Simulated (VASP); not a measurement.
Runs of VASP 6.6.1 on Te2Mo. The structure is that of space group Fd-3m (No. 227), or close to it. The cells are those of the table. 

```tsv
task	cell	k mesh	cutoff (eV)	gap on the mesh (eV)	pressure (GPa)	relaxed volume (Å³/atom)
relaxation of cell and atoms	relaxed from a = 6.121 Å, angles 60.0°, 6 atoms	4 × 4 × 4	600	none	0.0	24.77
single point	a = 5.948 Å, angles 60.0°, 6 atoms	4 × 4 × 4	520	none	(a)	-
relaxation of cell and atoms	relaxed from a = 5.948 Å, angles 60.0°, 6 atoms	8 × 8 × 8	600	none	0.0	24.84
single point	a = 6.121 Å, angles 60.0°, 6 atoms	4 × 4 × 4	520	none	-5.0	-
single point	a = 5.951 Å, angles 60.0°, 6 atoms	8 × 8 × 8	520	none	0.0	-
```

Alike in all rows: level PBE; potentials or basis VASP PAW PBE potentials, release 64 (Te, Mo_sv); no spin polarisation; smearing gaussian 0.1 eV.

**Question.** Estimate the missing entries.

**Answer.** (a) -0.1.

Caveats: spin-orbit coupling is left out, which moves the levels of the heavy elements; the cell stands under tension (at least some runs).

A k mesh can miss the band edges, and the runs leave out spin-orbit coupling on Mo, Te.

A gap of «none» marks levels without a gap at the run's occupations.
